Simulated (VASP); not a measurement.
# MgO (Immm) in VASP: further runs, part 2 of 2

VASP 6.6.1. Earlier steps stand in the parts before.

## 3. Single point, LDA (strain +0.0625 x Voigt [0, 0, 0, 0, 0, 1])

The input, INCAR:

```
PREC     = Accurate       # precision mode
ENCUT    = 750            # plane-wave cutoff, eV
EDIFF    = 1E-6           # SCF threshold, eV
ISMEAR   = 0              # smearing method
SIGMA    = 0.05           # smearing width, eV
LREAL    = F              # projectors in reciprocal space
LASPH    = T              # aspherical terms in the spheres
NELM     = 120            # most SCF steps
ALGO     = Normal         # electronic algorithm
ISIF     = 2              # what is computed and relaxed
LWAVE    = F              # write WAVECAR
LCHARG   = F              # write CHGCAR
GGA      = CA             # functional
NBANDS   = 15             # bands
GGA_COMPAT= F
```

The input, KPOINTS:

```
regular mesh
0
Gamma
  10 10 10
```

The input, POSCAR:

```
MgO
1.0
    0.0667234375      2.1351500000      2.1351500000
    2.1351500000      0.0667234375      2.1351500000
    2.2018734375      2.2018734375      0.0000000000
Mg O
1 1
Direct
    0.0000000000      0.0000000000      0.0000000000
    0.5000000000      0.5000000000      0.5000000000
```

Potentials or basis: VASP PAW LDA potentials, release 64 (Mg_sv, O).

Started as:

```console
cat potpaw_LDA.64/Mg_sv/POTCAR potpaw_LDA.64/O/POTCAR > POTCAR
mpirun -np 1 vasp_std > vasp.out
```

OUTCAR:

```text
PREC = Accurate
   ENCUT = 750
   EDIFF = 1E-6
   ISMEAR = 0
   LREAL = F
   LASPH = T
   NELM = 120
   ISIF = 2
   GGA = CA

 ion  position               nearest neighbor table
   1  0.000  0.000  0.000-
   2  0.500  0.500  0.500-

  LATTYP: Found a body centered orthorhombic cell.
 ALAT       =     2.9251968975
 B/A-ratio  =     1.0645161290
 C/A-ratio  =     1.4598333547

  Lattice vectors:

 A1 = (   2.1351500000,   0.0667234375,  -2.1351500000)
 A2 = (  -2.1351500000,  -0.0667234375,  -2.1351500000)
 A3 = (   0.0667234375,   2.1351500000,   2.1351500000)

Analysis of symmetry for initial positions (statically):
=====================================================================
 Subroutine PRICEL returns:
 Original cell was already a primitive cell.

 Routine SETGRP: Setting up the symmetry group for a
 body centered orthorhombic supercell.

 Subroutine GETGRP returns: Found  8 space group operations
 (whereof  8 operations were pure point group operations)
 out of a pool of  8 trial point group operations.

The static configuration has the point symmetry D_2h.

Analysis of symmetry for dynamics (positions and initial velocities):
=====================================================================
 Subroutine PRICEL returns:
 Original cell was already a primitive cell.

 Routine SETGRP: Setting up the symmetry group for a
 body centered orthorhombic supercell.

 Subroutine GETGRP returns: Found  8 space group operations
 (whereof  8 operations were pure point group operations)
 out of a pool of  8 trial point group operations.

The dynamic configuration has the point symmetry D_2h.

 Subroutine INISYM returns: Found  8 space group operations
 (whereof  8 operations are pure point group operations),
 and found     1 'primitive' translations

[... 121 lines left out ...]
   AEXX    =    0.0000 exact exchange contribution
   IVDW    =     0    specifies the selected vdW correction
   LEPSILON=     F    determine dielectric tensor
   LRPA    =     F    only Hartree local field effects (RPA)
 non-spin polarized calculation
 Gauss-broadening in eV      SIGMA  =   0.05
  energy-cutoff  :      750.00
  volume of cell :       19.45
 maximum number of plane-waves:       922
   NGX = 13   NGY = 13   NGZ = 13

 number of electron      16.0000007 magnetization

 Free energy of the ion-electron system (eV)
  ---------------------------------------------------
  ext. energy  EPLUGINS =         0.00000000
  ---------------------------------------------------
  free energy    TOTEN  =       -13.15558386 eV

  energy without entropy =      -13.15558386  energy(sigma->0) =      -13.15558386

 E-fermi :   2.9295     XC(G=0): -11.7280

 val. band max:        2.5479475370   @ k =   0.0000   0.0000   0.0000
 cond. band min:       6.5512538393   @ k =   0.0000   0.0000   0.0000
 fundamental gap:      4.0033063023
 Fermi energy:         2.9295276447

 k-point     1 :       0.0000    0.0000    0.0000
  band No.  band energies     occupation
      1     -69.1911      2.00000
      2     -36.6710      2.00000
      3     -36.6590      2.00000
      4     -36.6484      2.00000
      5     -14.4744      2.00000
      6       2.0884      2.00000
      7       2.2945      2.00000
      8       2.5479      2.00000
      9       6.5513      0.00000
     10      16.7556      0.00000
     11      17.6640      0.00000
     12      18.5254      0.00000
     13      21.4381      0.00000
     14      23.1320      0.00000
[... 401 lines left out ...]
      2     -36.7136      2.00000
      3     -36.6911      2.00000
      4     -36.6699      2.00000
      5     -13.2615      2.00000
      6      -1.1580      2.00000
      7       0.9265      2.00000
      8       1.3395      2.00000
      9      10.9089      0.00000
     10      12.5706      0.00000
     11      15.2629      0.00000
     12      19.0425      0.00000
     13      20.5161      0.00000
     14      26.3173      0.00000
     15      28.2013      0.00000

 [... further k-points ...]

------------------------ aborting loop because EDIFF is reached ----------------------------------------

  FORCE on cell =-STRESS in cart. coord.  units (eV):
  Direction    XX          YY          ZZ          XY          YZ          ZX
  --------------------------------------------------------------------------------------
  -------------------------------------------------------------------------------------
  Total       -1.3744820     -1.3744820     -1.4680238     -1.0633210      0.0000000      0.0000000
  in kB     -113.2292899   -113.2292899   -120.9352284    -87.5959733      0.0000000      0.0000000
  external PRESSURE =    -115.7979361 kB  Pullay stress =       0.0000000 kB

 VOLUME and BASIS-vectors are now :
 -----------------------------------------------------------------------------
  energy-cutoff  :      750.00
  volume of cell :       19.45
      direct lattice vectors                 reciprocal lattice vectors
     0.066723437  2.135150000  2.135150000    -0.241729636  0.241729636  0.234175585
     2.135150000  0.066723437  2.135150000     0.241729636 -0.241729636  0.234175585
     2.201873438  2.201873438  0.000000000     0.227079355  0.227079355 -0.234175585

 POSITION                                       TOTAL-FORCE (eV/Angst)
 -----------------------------------------------------------------------------------
      0.00000      0.00000      0.00000         0.000000     -0.000000      0.000000
      2.20187      2.20187      2.13515        -0.000000      0.000000     -0.000000
 -----------------------------------------------------------------------------------
    total drift:                                0.000000      0.000000      0.000000

  FREE ENERGIE OF THE ION-ELECTRON SYSTEM (eV)
  ---------------------------------------------------
  free  energy   TOTEN  =       -13.1555838565 eV

  energy  without entropy=      -13.1555838565  energy(sigma->0) =      -13.15558386
```

OSZICAR:

```text
N       E                     dE             d eps       ncg     rms          rms(c)
DAV:   1     0.150554546936E+03    0.15055E+03   -0.12641E+04  5130   0.162E+03
DAV:   2    -0.930892422127E+01   -0.15986E+03   -0.15171E+03  6166   0.413E+02
DAV:   3    -0.146850164157E+02   -0.53761E+01   -0.53511E+01  6694   0.743E+01
DAV:   4    -0.147587655846E+02   -0.73749E-01   -0.73742E-01  5914   0.860E+00
DAV:   5    -0.147599166213E+02   -0.11510E-02   -0.11510E-02  6523   0.889E-01    0.847E+00
DAV:   6    -0.132258970585E+02    0.15340E+01   -0.24958E+00  5683   0.148E+01    0.288E+00
DAV:   7    -0.131857765357E+02    0.40121E-01   -0.13503E-01  6033   0.323E+00    0.171E+00
DAV:   8    -0.131567665263E+02    0.29010E-01   -0.48929E-02  6341   0.214E+00    0.345E-01
DAV:   9    -0.131555497386E+02    0.12168E-02   -0.37388E-03  5739   0.532E-01    0.811E-02
DAV:  10    -0.131555963271E+02   -0.46589E-04   -0.17000E-04  6635   0.173E-01    0.437E-02
DAV:  11    -0.131555839700E+02    0.12357E-04   -0.20425E-05  5956   0.546E-02    0.335E-03
DAV:  12    -0.131555838565E+02    0.11352E-06   -0.55345E-07  4392   0.111E-02
   1 F= -.13155584E+02 E0= -.13155584E+02  d E =-.143383E-29
```

stdout:

```text
POSCAR found type information on POSCAR MgO
 POSCAR found :  2 types and       2 ions
 scaLAPACK will be used
 LDA part: xc-table for (Slater(with rela. corr.)+CA(PZ))
 , standard interpolation
 POSCAR, INCAR and KPOINTS ok, starting setup
 FFT: planning ... GRIDC
 FFT: planning ... GRID_SOFT
 FFT: planning ... GRID
 WAVECAR not read
 entering main loop
```

Wall time 28 s (1 thread of Intel Xeon 6975P-C (Granite Rapids), shared host); peak memory 0.2 GiB.

What came out:

```yaml
Free_energy: -13.1556 eV
Pressure: -11.6 GPa
Band_gap_on_the_k_mesh: 4.00 eV
```

Caveat: the cell differs from its parent crystal (strain +0.0625 x Voigt [0, 0, 0, 0, 0, 1]); the cell stands under tension.

## 4. Single point, LDA (strain +0.0375 x Voigt [0, 0, 0, 0, 0, 1])

The input, INCAR:

```
SYSTEM = MgO
PREC     = Accurate       ! precision mode
ENCUT    = 750            ! plane-wave cutoff, eV
EDIFF    = 1E-6           ! SCF threshold, eV
ISMEAR   = 0              ! smearing method
SIGMA    = 0.05           ! smearing width, eV
LREAL    = .FALSE.        ! projectors in reciprocal space
LASPH    = .TRUE.         ! aspherical terms in the spheres
NELM     = 120            ! most SCF steps
ALGO     = Normal         ! electronic algorithm
ISIF     = 2              ! what is computed and relaxed
LWAVE    = .FALSE.        ! write WAVECAR
LCHARG   = .TRUE.         ! write CHGCAR
GGA      = CA             ! functional
LELF     = .TRUE.         ! ELF
LVHAR    = .TRUE.       
NBANDS   = 15             ! bands
GGA_COMPAT= .FALSE.
```

The input, KPOINTS:

```
regular mesh
0
G
  10 10 10
  0 0 0
```

The input, POSCAR:

```
MgO
1.0
    0.0400340625      2.1351500000      2.1351500000
    2.1351500000      0.0400340625      2.1351500000
    2.1751840625      2.1751840625      0.0000000000
Mg O
1 1
Direct
    0.0000000000      0.0000000000      0.0000000000
    0.5000000000      0.5000000000      0.5000000000
```

Potentials or basis: VASP PAW LDA potentials, release 64 (Mg_sv, O).

Started as:

```console
cat potpaw_LDA.64/Mg_sv/POTCAR potpaw_LDA.64/O/POTCAR > POTCAR
mpirun -np 1 vasp_std > vasp.out
```

OUTCAR:

```text
SYSTEM = MgO
   PREC = Accurate
   ENCUT = 750
   EDIFF = 1E-6
   ISMEAR = 0
   LREAL = .FALSE.
   LASPH = .TRUE.
   NELM = 120
   ISIF = 2
   GGA = CA

 ion  position               nearest neighbor table
   1  0.000  0.000  0.000-
   2  0.500  0.500  0.500-

  LATTYP: Found a body centered orthorhombic cell.
 ALAT       =     2.9629413736
 B/A-ratio  =     1.0382165605
 C/A-ratio  =     1.4412367515

  Lattice vectors:

 A1 = (   2.1351500000,   0.0400340625,  -2.1351500000)
 A2 = (  -2.1351500000,  -0.0400340625,  -2.1351500000)
 A3 = (   0.0400340625,   2.1351500000,   2.1351500000)

Analysis of symmetry for initial positions (statically):
=====================================================================
 Subroutine PRICEL returns:
 Original cell was already a primitive cell.

 Routine SETGRP: Setting up the symmetry group for a
 body centered orthorhombic supercell.

 Subroutine GETGRP returns: Found  8 space group operations
 (whereof  8 operations were pure point group operations)
 out of a pool of  8 trial point group operations.

The static configuration has the point symmetry D_2h.

Analysis of symmetry for dynamics (positions and initial velocities):
[... 175 lines left out ...]
      8       2.4374      2.00000
      9       6.5640      0.00000
     10      17.0807      0.00000
     11      17.6195      0.00000
     12      18.1412      0.00000
     13      21.4857      0.00000
     14      23.1126      0.00000
[... 401 lines left out ...]
      2     -36.7106      2.00000
      3     -36.6843      2.00000
      4     -36.6707      2.00000
      5     -13.2717      2.00000
      6      -1.1720      2.00000
      7       1.0454      2.00000
      8       1.2076      2.00000
      9      11.0869      0.00000
     10      12.3742      0.00000
     11      15.2233      0.00000
     12      19.2673      0.00000
     13      20.2324      0.00000
     14      26.3167      0.00000
     15      28.2005      0.00000

 [... further k-points ...]

------------------------ aborting loop because EDIFF is reached ----------------------------------------

  FORCE on cell =-STRESS in cart. coord.  units (eV):
  Direction    XX          YY          ZZ          XY          YZ          ZX
  --------------------------------------------------------------------------------------
  -------------------------------------------------------------------------------------
  Total       -1.4072875     -1.4072875     -1.4409601     -0.6363153      0.0000000      0.0000000
  in kB     -115.8593122   -115.8593122   -118.6315129    -52.3866299      0.0000000      0.0000000
  external PRESSURE =    -116.7833791 kB  Pullay stress =       0.0000000 kB

 VOLUME and BASIS-vectors are now :
 -----------------------------------------------------------------------------
  energy-cutoff  :      750.00
  volume of cell :       19.46
      direct lattice vectors                 reciprocal lattice vectors
     0.040034063  2.135150000  2.135150000    -0.238650278  0.238650278  0.234175585
     2.135150000  0.040034063  2.135150000     0.238650278 -0.238650278  0.234175585
     2.175184063  2.175184063  0.000000000     0.229865605  0.229865605 -0.234175585

 POSITION                                       TOTAL-FORCE (eV/Angst)
 -----------------------------------------------------------------------------------
      0.00000      0.00000      0.00000         0.000000     -0.000000      0.000000
      2.17518      2.17518      2.13515        -0.000000      0.000000      0.000000
 -----------------------------------------------------------------------------------
    total drift:                                0.000000      0.000000      0.000000

  FREE ENERGIE OF THE ION-ELECTRON SYSTEM (eV)
  ---------------------------------------------------
  free  energy   TOTEN  =       -13.1760495295 eV

  energy  without entropy=      -13.1760495295  energy(sigma->0) =      -13.17604953
```

It took 88 s on 1 thread of Intel Xeon Platinum 8259CL at 2.50GHz (Skylake/Cascade Lake), shared host; peak memory 0.2 GiB.

Results:

```yaml
Free_energy: -13.1760 eV
Pressure: -11.7 GPa
Band_gap_on_the_k_mesh: 4.13 eV
```

Stress tensor (GPa, compression positive):
```
-11.59  -5.24   0.00
 -5.24 -11.59   0.00
  0.00   0.00 -11.86
```

Levels at points of the mesh, in eV from the valence-band top:
```
           k point  band 4  band 5  band 6  band 7  band 8  band 9  band 10  band 11  band 12  band 13
(0.00, 0.00, 0.00)  -39.09  -16.92   -0.27   -0.15    0.00    4.13    14.64    15.18    15.70    19.05
(0.50, 0.00, 0.00)  -39.09  -15.60   -4.59   -0.91   -0.77    7.22    12.01    15.04    15.38    19.71
(0.50, 0.50, 0.00)  -39.11  -15.43   -4.10   -1.67   -1.22    8.44     9.44    12.33    17.54    18.28
(0.00, 0.00, 0.50)  -39.10  -15.69   -4.72   -0.76   -0.61    7.46    11.61    15.56    15.91    20.05
(0.50, 0.00, 0.50)  -39.12  -15.42   -4.10   -1.45   -1.45    8.71     9.16    12.30    17.90    17.92
```

Caveat: the cell differs from its parent crystal (strain +0.0375 x Voigt [0, 0, 0, 0, 0, 1]); the cell stands under tension.

## 5. Single point, LDA (strain -0.0500 x Voigt [0, 0, 0, 0, 0, 1])

The input, INCAR:

```
SYSTEM = MgO
ALGO     = Normal         ! electronic algorithm
EDIFF    = 1E-6           ! SCF threshold, eV
ENCUT    = 750            ! plane-wave cutoff, eV
GGA      = CA             ! functional
GGA_COMPAT= .FALSE.      
ISIF     = 2              ! what is computed and relaxed
ISMEAR   = 0              ! smearing method
LASPH    = .TRUE.         ! aspherical terms in the spheres
LCHARG   = .FALSE.        ! write CHGCAR
LREAL    = .FALSE.        ! projectors in reciprocal space
LWAVE    = .FALSE.        ! write WAVECAR
NBANDS   = 15             ! bands
NELM     = 120            ! most SCF steps
PREC     = Accurate       ! precision mode
SIGMA    = 0.05           ! smearing width, eV
```

The input, KPOINTS:

```
k-points
0
G
  10 10 10
  0 0 0
```

The input, POSCAR:

```
MgO
1.0
   -0.0533787500      2.1351500000      2.1351500000
    2.1351500000     -0.0533787500      2.1351500000
    2.0817712500      2.0817712500      0.0000000000
Mg O
1 1
Direct
    0.0000000000      0.0000000000      0.0000000000
    0.5000000000      0.5000000000      0.5000000000
```

Started as:

```console
cat potpaw_LDA.64/Mg_sv/POTCAR potpaw_LDA.64/O/POTCAR > POTCAR
mpirun -np 1 vasp_std > vasp.out
```

Run time: 41 s. Hardware: 1 thread of Intel Xeon Platinum 8488C (Sapphire Rapids), shared host; peak memory 0.2 GiB.

The run converged. Its results:

| Quantity | Value |
| --- | --- |
| Free energy | -13.1671 eV |
| Pressure | -11.6 GPa |
| Band gap on the k mesh | 4.07 eV |

Stress tensor (GPa, compression positive):
```
-11.47   7.00   0.00
  7.00 -11.47   0.00
  0.00   0.00 -11.96
```

Levels at points of the mesh, in eV from the valence-band top:
| k point | band 5 | band 6 | band 7 | band 8 | band 9 | band 10 | band 11 | band 12 |
| --- | --- | --- | --- | --- | --- | --- | --- | --- |
| (0.00, 0.00, 0.00) | -16.97 | -0.37 | -0.20 | 0.00 | 4.07 | 14.42 | 15.15 | 15.84 |
| (0.50, 0.00, 0.00) | -15.75 | -4.80 | -0.81 | -0.60 | 7.45 | 11.48 | 15.54 | 16.02 |
| (0.50, 0.50, 0.00) | -15.48 | -4.15 | -1.79 | -1.20 | 8.26 | 9.54 | 12.28 | 17.38 |
| (0.00, 0.00, 0.50) | -15.63 | -4.61 | -1.00 | -0.82 | 7.13 | 12.02 | 14.85 | 15.31 |
| (0.50, 0.00, 0.50) | -15.47 | -4.15 | -1.50 | -1.49 | 8.66 | 9.11 | 12.23 | 17.85 |

Caveat: the cell differs from its parent crystal (strain -0.0500 x Voigt [0, 0, 0, 0, 0, 1]); the cell stands under tension.

## 6. The runs side by side

| cell | gap on the mesh (eV) | pressure (GPa) |
| --- | --- | --- |
| a = 3.020, b = 3.020, c = 3.038 Å, angles 59.8, 59.8, 59.6°, 2 atoms | 4.23 | -11.7 |
| a = 3.020, b = 3.020, c = 3.114 Å, angles 59.0, 59.0, 57.9°, 2 atoms | 4.00 | -11.6 |
| a = 3.020, b = 3.020, c = 3.076 Å, angles 59.4, 59.4, 58.8°, 2 atoms | 4.13 | -11.7 |
| a = 3.020, b = 3.020, c = 2.944 Å, angles 60.8, 60.8, 61.7°, 2 atoms | 4.07 | -11.6 |

Alike in all rows: task single point; level LDA; potentials or basis VASP PAW LDA potentials, release 64 (Mg_sv, O); no spin polarisation; k mesh 10 × 10 × 10; cutoff (eV) 750; smearing gaussian 0.05 eV.

Caveats: the cell stands under tension.

Absolute energies hang on the potentials; compare differences alone.
